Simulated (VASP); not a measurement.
# Si5Ni (an interface model) in VASP: single point with r2SCAN+U

Aim: the single point of Si5Ni (an interface model) with r2SCAN+U.

All numbers are computed with VASP 6.6.1; they aren't measurements. Logs are shortened: lines on timing, memory, paths and dates and some standing lists are left out, and cuts for length are marked.

## (1) The cell of the first run

The cell holds layers of an interface, 12 atoms: a = 3.849 Å, b = 3.849 Å, c = 16.237 Å, α = 90.00°, β = 90.00°, γ = 120.00°.

## (2) Single point, r2SCAN+U

Input file POSCAR:

```
Si5Ni
1.0
    3.8492788677      0.0000000000      0.0000000000
   -1.9246394338      3.3335732856      0.0000000000
    0.0000000000      0.0000000000     16.2370312425
Si Ni
10 2
Direct
    0.3333333333      0.6666666667      0.0307938066
    0.0000000000      1.0000000000      0.0791850887
    0.0000000000      1.0000000000      0.2243589348
   -0.3333333333      1.3333333333      0.2727502169
   -0.3333333333      1.3333333333      0.4179240631
   -0.6666666667      1.6666666667      0.4663153451
   -0.6666666667      1.6666666667      0.6067351033
   -0.3335485028      1.3335485028      0.7002248553
   -0.9998565400      1.9998565400      0.7968842965
   -0.6667383761      1.6667383761      0.8903740485
   -1.0001075847      1.0001075847      0.6534799793
   -1.3332974581      1.3332974581      0.8436291725
```

Input file INCAR.step1:

```
SYSTEM = Si5Ni
PREC = Accurate ; ENCUT = 520
ISMEAR = 0 ; SIGMA = 0.1
LREAL = .FALSE. ; LASPH = .TRUE.
NELM = 150 ; LMAXMIX = 4
LDAU = .TRUE. ; LDAUTYPE = 2
LDAUL = -1 2 ; LDAUU = 0 5
LDAUJ = 0 0 ; NBANDS = 42
NELECT = 61.0 ; GGA = PE
ALGO = Normal ; EDIFF = 1E-4
LWAVE = .TRUE. ; LCHARG = .FALSE.
KPAR = 4
```

Input file INCAR.step2:

```
SYSTEM = Si5Ni
PREC = Accurate ; ENCUT = 520
EDIFF = 1E-6 ; ISMEAR = 0
SIGMA = 0.1 ; LREAL = .FALSE.
LASPH = .TRUE. ; NELM = 150
ALGO = Normal ; ISIF = 2
LWAVE = .FALSE. ; LCHARG = .FALSE.
LMAXMIX = 4 ; LDAU = .TRUE.
LDAUTYPE = 2 ; LDAUL = -1 2
LDAUU = 0 5 ; LDAUJ = 0 0
LDAUPRINT = 1 ; METAGGA = R2SCAN
LMIXTAU = .TRUE. ; NBANDS = 42
NELECT = 61.0 ; ISTART = 1
KPAR = 4
```

Input file KPOINTS:

```
regular mesh
0
G
  9 9 2
  0 0 0
```

Potentials or basis: VASP PAW PBE potentials, release 64 (Si, Ni).

On the command line:

```
> cat potpaw_PBE.64/Si/POTCAR potpaw_PBE.64/Ni/POTCAR > POTCAR
> cp INCAR.step1 INCAR
> mpirun -np 4 vasp_std > vasp.out
> cp INCAR.step2 INCAR
> mpirun -np 4 vasp_std > vasp.out
```

OUTCAR:

```text
SYSTEM = Si5Ni
   PREC = Accurate
   ENCUT = 520
   EDIFF = 1E-6
   ISMEAR = 0
   LREAL = .FALSE.
   LASPH = .TRUE.
   NELM = 150
   ISIF = 2
   METAGGA = R2SCAN
   NELECT = 61.0
   ISTART = 1

 ion  position               nearest neighbor table
   1  0.333  0.667  0.031-  10 2.28   2 2.36   2 2.36   2 2.36
   2  0.000  0.000  0.079-   3 2.36   1 2.36   1 2.36   1 2.36
   3  0.000  0.000  0.224-   2 2.36   4 2.36   4 2.36   4 2.36
   4  0.667  0.333  0.273-   3 2.36   3 2.36   3 2.36   5 2.36
   5  0.667  0.333  0.418-   6 2.36   6 2.36   6 2.36   4 2.36
   6  0.333  0.667  0.466-   7 2.28   5 2.36   5 2.36   5 2.36
   7  0.333  0.667  0.607-   6 2.28  11 2.35  11 2.35  11 2.35   8 2.69   8 2.69   8 2.69
   8  0.666  0.334  0.700-  12 2.33  11 2.35  11 2.35  11 2.35   7 2.69   7 2.69   7 2.69   9 2.72
                             9 2.72   9 2.72
   9  0.000  1.000  0.797-  11 2.33  12 2.35  12 2.35  12 2.35  10 2.69  10 2.69  10 2.69   8 2.72
                             8 2.72   8 2.72
  10  0.333  0.667  0.890-   1 2.28  12 2.35  12 2.35  12 2.35   9 2.69   9 2.69   9 2.69
  11  1.000  0.000  0.653-   9 2.33   8 2.35   8 2.35   7 2.35   7 2.35   7 2.35   8 2.35
  12  0.667  0.333  0.844-   8 2.33   9 2.35   9 2.35  10 2.35  10 2.35  10 2.35   9 2.35

  LATTYP: Found a hexagonal cell.
 ALAT       =     3.8492788677
 C/A-ratio  =     4.2182008113

  Lattice vectors:

 A1 = (   3.8492788677,   0.0000000000,   0.0000000000)
 A2 = (  -1.9246394338,   3.3335732856,   0.0000000000)
 A3 = (   0.0000000000,   0.0000000000,  16.2370312425)

Analysis of symmetry for initial positions (statically):
=====================================================================
 Subroutine PRICEL returns:
 Original cell was already a primitive cell.

 Routine SETGRP: Setting up the symmetry group for a
 hexagonal supercell.

 Subroutine GETGRP returns: Found  2 space group operations
 (whereof  2 operations were pure point group operations)
 out of a pool of 24 trial point group operations.

The static configuration has the point symmetry C_1h.

Analysis of symmetry for dynamics (positions and initial velocities):
=====================================================================
 Subroutine PRICEL returns:
 Original cell was already a primitive cell.

 Routine SETGRP: Setting up the symmetry group for a
 hexagonal supercell.

 Subroutine GETGRP returns: Found  2 space group operations
 (whereof  2 operations were pure point group operations)
 out of a pool of 24 trial point group operations.

The dynamic configuration has the point symmetry C_1h.

 Subroutine INISYM returns: Found  2 space group operations
 (whereof  2 operations are pure point group operations),
 and found     1 'primitive' translations

----------------------------------------------------------------------------------------

                                     Primitive cell

  volume of cell :     208.3512

  direct lattice vectors                    reciprocal lattice vectors
     3.849278868  0.000000000  0.000000000     0.259788920  0.149989203  0.000000000
    -1.924639434  3.333573286  0.000000000     0.000000000  0.299978406  0.000000000
     0.000000000  0.000000000 16.237031242     0.000000000  0.000000000  0.061587613

  length of vectors
     3.849278868  3.849278868 16.237031242     0.299978406  0.299978406  0.061587613

  position of ions in fractional coordinates (direct lattice)
     0.333333333  0.666666667  0.030793807
     0.000000000  0.000000000  0.079185089
     0.000000000  0.000000000  0.224358935
     0.666666667  0.333333333  0.272750217
     0.666666667  0.333333333  0.417924063
     0.333333333  0.666666667  0.466315345
     0.333333333  0.666666667  0.606735103
     0.666451497  0.333548503  0.700224855
     0.000143460  0.999856540  0.796884296
     0.333261624  0.666738376  0.890374049
     0.999892415  0.000107585  0.653479979
     0.666702542  0.333297458  0.843629173

  ion indices of the primitive-cell ions
   primitive index   ion index
[... 107 lines left out ...]
  Thomas-Fermi vector in A             =   2.223209
   LORBIT       =      0    0 simple, 1 ext, 2 COOP (PROOUT), +10 PAW based schemes
 LDA+U is selected, type is set to LDAUTYPE =  2
   angular momentum for each species LDAUL =    -1    2
   U (eV)           for each species LDAUU =   0.0  5.0
   J (eV)           for each species LDAUJ =   0.0  0.0
   METAGGA = R2SCAN    functional components
   LHFCALC =     F    Hartree Fock is set to
   AEXX    =    0.0000 exact exchange contribution
   IVDW    =     0    specifies the selected vdW correction
   LEPSILON=     F    determine dielectric tensor
   LRPA    =     F    only Hartree local field effects (RPA)
 non-spin polarized calculation
 Gauss-broadening in eV      SIGMA  =   0.10
  energy-cutoff  :      520.00
  volume of cell :      208.35
 maximum number of plane-waves:      5658
 NGX is ok and might be reduce to    30
   NGX = 15   NGY = 15   NGZ = 61

atom =  11  type =  2  l = 2

 onsite density matrix

spin component  1

  0.8627  0.0000 -0.0000 -0.0382  0.0001
  0.0000  0.8822  0.0000 -0.0000 -0.0382
 -0.0000  0.0000  0.8921 -0.0000  0.0000
 -0.0382 -0.0000 -0.0000  0.8822  0.0000
  0.0001 -0.0382  0.0000  0.0000  0.8628

spin component  2

  0.8627  0.0000 -0.0000 -0.0382  0.0001
  0.0000  0.8822  0.0000 -0.0000 -0.0382
 -0.0000  0.0000  0.8921 -0.0000  0.0000
 -0.0382 -0.0000 -0.0000  0.8822  0.0000
  0.0001 -0.0382  0.0000  0.0000  0.8628

 occupancies and eigenvectors

  o =  0.8330  v =  0.6840 -0.3067  0.0004  0.5312 -0.3949  0.0000  0.0000  0.0000  0.0000  0.0000      0.0000  0.0000  0.0000  0.0000  0.0000  0.0000  0.0000  0.0000  0.0000  0.0000
  o =  0.8330  v =  0.0000  0.0000  0.0000  0.0000  0.0000  0.6840 -0.3067  0.0004  0.5312 -0.3949      0.0000  0.0000  0.0000  0.0000  0.0000  0.0000  0.0000  0.0000  0.0000  0.0000
  o =  0.8332  v = -0.3946 -0.5318 -0.0000 -0.3070 -0.6835  0.0000  0.0000  0.0000  0.0000  0.0000      0.0000  0.0000  0.0000  0.0000  0.0000  0.0000  0.0000  0.0000  0.0000  0.0000
  o =  0.8332  v =  0.0000  0.0000  0.0000  0.0000  0.0000 -0.3946 -0.5318 -0.0000 -0.3070 -0.6835      0.0000  0.0000  0.0000  0.0000  0.0000  0.0000  0.0000  0.0000  0.0000  0.0000
  o =  0.8921  v = -0.0010 -0.0004  1.0000  0.0008  0.0006  0.0000  0.0000  0.0000  0.0000  0.0000      0.0000  0.0000  0.0000  0.0000  0.0000  0.0000  0.0000  0.0000  0.0000  0.0000
  o =  0.8921  v =  0.0000  0.0000  0.0000  0.0000  0.0000 -0.0010 -0.0004  1.0000  0.0008  0.0006      0.0000  0.0000  0.0000  0.0000  0.0000  0.0000  0.0000  0.0000  0.0000  0.0000
  o =  0.9119  v =  0.3070 -0.6835 -0.0000 -0.3946  0.5318  0.0000  0.0000  0.0000  0.0000  0.0000      0.0000  0.0000  0.0000  0.0000  0.0000  0.0000  0.0000  0.0000  0.0000  0.0000
  o =  0.9119  v =  0.0000  0.0000  0.0000  0.0000  0.0000  0.3070 -0.6835 -0.0000 -0.3946  0.5318      0.0000  0.0000  0.0000  0.0000  0.0000  0.0000  0.0000  0.0000  0.0000  0.0000
  o =  0.9119  v =  0.0000  0.0000  0.0000  0.0000  0.0000 -0.5312 -0.3949 -0.0014  0.6840  0.3067      0.0000  0.0000  0.0000  0.0000  0.0000  0.0000  0.0000  0.0000  0.0000  0.0000
  o =  0.9119  v = -0.5312 -0.3949 -0.0014  0.6840  0.3067  0.0000  0.0000  0.0000  0.0000  0.0000      0.0000  0.0000  0.0000  0.0000  0.0000  0.0000  0.0000  0.0000  0.0000  0.0000

atom =  12  type =  2  l = 2

 onsite density matrix

spin component  1

  0.8627  0.0000 -0.0000 -0.0382  0.0001
  0.0000  0.8822  0.0000 -0.0000 -0.0381
 -0.0000  0.0000  0.8920 -0.0000  0.0000
 -0.0382 -0.0000 -0.0000  0.8822  0.0000
  0.0001 -0.0381  0.0000  0.0000  0.8628

spin component  2

  0.8627  0.0000 -0.0000 -0.0382  0.0001
  0.0000  0.8822  0.0000 -0.0000 -0.0381
 -0.0000  0.0000  0.8920 -0.0000  0.0000
 -0.0382 -0.0000 -0.0000  0.8822  0.0000
  0.0001 -0.0381  0.0000  0.0000  0.8628

 occupancies and eigenvectors

  o =  0.8330  v =  0.6840 -0.3067  0.0005  0.5312 -0.3949  0.0000  0.0000  0.0000  0.0000  0.0000      0.0000  0.0000  0.0000  0.0000  0.0000  0.0000  0.0000  0.0000  0.0000  0.0000
  o =  0.8330  v =  0.0000  0.0000  0.0000  0.0000  0.0000  0.6840 -0.3067  0.0005  0.5312 -0.3949      0.0000  0.0000  0.0000  0.0000  0.0000  0.0000  0.0000  0.0000  0.0000  0.0000
  o =  0.8331  v = -0.3946 -0.5318 -0.0000 -0.3070 -0.6835  0.0000  0.0000  0.0000  0.0000  0.0000      0.0000  0.0000  0.0000  0.0000  0.0000  0.0000  0.0000  0.0000  0.0000  0.0000
  o =  0.8331  v =  0.0000  0.0000  0.0000  0.0000  0.0000 -0.3946 -0.5318 -0.0000 -0.3070 -0.6835      0.0000  0.0000  0.0000  0.0000  0.0000  0.0000  0.0000  0.0000  0.0000  0.0000
  o =  0.8920  v = -0.0012 -0.0005  1.0000  0.0009  0.0007  0.0000  0.0000  0.0000  0.0000  0.0000      0.0000  0.0000  0.0000  0.0000  0.0000  0.0000  0.0000  0.0000  0.0000  0.0000
  o =  0.8920  v =  0.0000  0.0000  0.0000  0.0000  0.0000 -0.0012 -0.0005  1.0000  0.0009  0.0007      0.0000  0.0000  0.0000  0.0000  0.0000  0.0000  0.0000  0.0000  0.0000  0.0000
  o =  0.9118  v =  0.3070 -0.6835 -0.0000 -0.3946  0.5318  0.0000  0.0000  0.0000  0.0000  0.0000      0.0000  0.0000  0.0000  0.0000  0.0000  0.0000  0.0000  0.0000  0.0000  0.0000
  o =  0.9118  v =  0.0000  0.0000  0.0000  0.0000  0.0000  0.3070 -0.6835 -0.0000 -0.3946  0.5318      0.0000  0.0000  0.0000  0.0000  0.0000  0.0000  0.0000  0.0000  0.0000  0.0000
  o =  0.9118  v =  0.0000  0.0000  0.0000  0.0000  0.0000 -0.5312 -0.3949 -0.0017  0.6840  0.3067      0.0000  0.0000  0.0000  0.0000  0.0000  0.0000  0.0000  0.0000  0.0000  0.0000
  o =  0.9118  v = -0.5312 -0.3949 -0.0017  0.6840  0.3067  0.0000  0.0000  0.0000  0.0000  0.0000      0.0000  0.0000  0.0000  0.0000  0.0000  0.0000  0.0000  0.0000  0.0000  0.0000

 number of electron      60.9999978 magnetization

 Free energy of the ion-electron system (eV)
  ---------------------------------------------------
  ext. energy  EPLUGINS =         0.00000000
  ---------------------------------------------------
  free energy    TOTEN  =       -99.75977234 eV

  energy without entropy =      -99.75052506  energy(sigma->0) =      -99.75514870

 E-fermi :   7.5185     XC(G=0): -10.7110

 val. band max:        7.4989767592   @ k =  -0.2222   0.4444   0.5000
 cond. band min:       7.5291675153   @ k =   0.3333   0.0000   0.0000
 fundamental gap:      0.0301907561
 Fermi energy:         7.5184825630

 k-point     1 :       0.0000    0.0000    0.0000
  band No.  band energies     occupation
      1      -6.1647      2.00000
      2      -5.8138      2.00000
      3      -5.4402      2.00000
      4      -4.3380      2.00000
      5      -3.9227      2.00000
      6      -1.0538      2.00000
[... 1069 lines left out ...]
     41      11.7455      0.00000
     42      12.0389      0.00000

 [... further k-points ...]
[... 5 lines left out ...]
  --------------------------------------------------------------------------------------
  -------------------------------------------------------------------------------------
  Total        3.8965105      3.9081542      9.0070575      0.0100838     -0.0052548      0.0091017
  in kB       29.9633537     30.0528918     69.2623960      0.0775423     -0.0404085      0.0699902
  external PRESSURE =      43.0928805 kB  Pullay stress =       0.0000000 kB

 VOLUME and BASIS-vectors are now :
 -----------------------------------------------------------------------------
  energy-cutoff  :      520.00
  volume of cell :      208.35
      direct lattice vectors                 reciprocal lattice vectors
     3.849278868  0.000000000  0.000000000     0.259788920  0.149989203  0.000000000
    -1.924639434  3.333573286  0.000000000     0.000000000  0.299978406  0.000000000
     0.000000000  0.000000000 16.237031242     0.000000000  0.000000000  0.061587613

 POSITION                                       TOTAL-FORCE (eV/Angst)
 -----------------------------------------------------------------------------------
     -0.00000      2.22238      0.50000        -0.000245      0.000142      0.382451
      0.00000      0.00000      1.28573         0.000004     -0.000002      0.181958
      0.00000      0.00000      3.64292        -0.000063      0.000037     -0.026620
      1.92464      1.11119      4.42865        -0.000015      0.000009      0.025925
      1.92464      1.11119      6.78585         0.000052     -0.000030     -0.182832
     -0.00000      2.22238      7.57158         0.000037     -0.000021     -0.382968
     -0.00000      2.22238      9.85158        -0.004407      0.002544      1.137032
      1.92340      1.11191     11.36957         0.007088     -0.004093     -0.812511
     -1.92381      3.33310     12.93904        -0.007111      0.004105      0.812379
     -0.00041      2.22262     14.45703         0.004511     -0.002604     -1.137926
      3.84866      0.00036     10.61057        -0.000574      0.000331      0.808749
      1.92485      1.11107     13.69803         0.000722     -0.000417     -0.805638
 -----------------------------------------------------------------------------------
    total drift:                               -0.000012      0.000007      0.003336

  FREE ENERGIE OF THE ION-ELECTRON SYSTEM (eV)
  ---------------------------------------------------
  free  energy   TOTEN  =       -99.7597723353 eV

  energy  without entropy=      -99.7505250637  energy(sigma->0) =      -99.75514870
```

Run time: 17 min. Hardware: 4 MPI ranks of Oxide Virtual Turin-like, shared host; peak memory 0.58 GiB.

Results:

| Item | Value |
| --- | --- |
| Free energy | -99.7598 eV |
| Largest force | 1.138 eV/Å |

Forces on the atoms (eV/Å):
```
Si   0.000  0.000  0.382
Si   0.000  0.000  0.182
Si   0.000  0.000 -0.027
Si   0.000  0.000  0.026
Si   0.000  0.000 -0.183
Si   0.000  0.000 -0.383
Si  -0.004  0.003  1.137
Si   0.007 -0.004 -0.813
Si  -0.007  0.004  0.812
Si   0.005 -0.003 -1.138
Ni  -0.001  0.000  0.809
Ni   0.001  0.000 -0.806
```

Eigenvalues of the final occupation matrices:
```tsv
site	spin	trace	eigenvalues
site 11 d	1	4.38	0.83 0.83 0.89 0.91 0.91
site 11 d	2	4.38	0.83 0.83 0.89 0.91 0.91
site 12 d	1	4.38	0.83 0.83 0.89 0.91 0.91
site 12 d	2	4.38	0.83 0.83 0.89 0.91 0.91
```

Caveat: the cell carries a net charge on a neutralising background, which shifts energy and pressure; the cell is charged against a uniform background, so pressure and absolute levels hang on convention; the PAW data sets were made with another functional, which shifts forces and pressure a little; U without spin polarisation on a metal has little footing; the U is typed as a test and isn't derived for this compound.
